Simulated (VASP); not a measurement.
Wanted: the native input for a VASP 6.6.1 run.

* Task: single point
* Functional: PBE
* Potentials or basis: VASP PAW PBE potentials, release 64 (Rh_pv)
* Cutoff: 520 eV
* k mesh: 21 × 21 × 1
* Occupations: gaussian, width 0.1 eV
* Spin: no spin polarisation
* Dipole correction: yes
* Further INCAR settings: ALGO = Normal; EDIFF = 1e-06; NBANDS = 54

The structure of Rh lies in POSCAR:

```
Rh
1.0
    2.6891978000      0.0000000000      0.0000000000
   -1.3445989000      2.3289136100      0.0000000000
    0.0000000000      0.0000000000     28.9786038365
Rh
6
Direct
    0.6666666666      0.3333333334      0.3105739687
    0.3333333334      0.6666666668      0.3863443792
    0.0000000000      0.0000000000      0.4621147897
    0.6666666666      0.3333333334      0.5391876604
    0.3333333334      0.6666666668      0.6152766423
    0.0000000000      0.0000000000      0.6904454631
```

These files were run (other wordings do the same):

INCAR

```
PREC     = Accurate       # precision mode
ENCUT    = 520            # plane-wave cutoff, eV
EDIFF    = 1E-6           # SCF threshold, eV
ISMEAR   = 0              # smearing method
SIGMA    = 0.1            # smearing width, eV
LREAL    = False          # projectors in reciprocal space
LASPH    = True           # aspherical terms in the spheres
NELM     = 60             # most SCF steps
ALGO     = Normal         # electronic algorithm
ISIF     = 2              # what is computed and relaxed
LWAVE    = False          # write WAVECAR
LCHARG   = False          # write CHGCAR
LDIPOL   = True         
IDIPOL   = 3            
DIPOL    = 0.5 0.5 0.501
GGA      = PE             # functional
NBANDS   = 54             # bands
```

KPOINTS

```
Automatic mesh
0
Gamma
  21 21 1
```

Potentials or basis: VASP PAW PBE potentials, release 64 (Rh_pv).

The run is started by

```sh
$ cat potpaw_PBE.64/Rh_pv/POTCAR > POTCAR
$ mpirun -np 1 vasp_std > vasp.out
```

It gave:

```yaml
Largest_force: 0.148 eV/Å
Band_gap_on_the_k_mesh: zero (bands 45 and 46 overlap by 1.70 eV)
```

Wall time 17 min on 1 thread of Intel(R) Xeon(R) Platinum 8488C (Sapphire Rapids), on a shared host, peak memory 0.48 GiB.
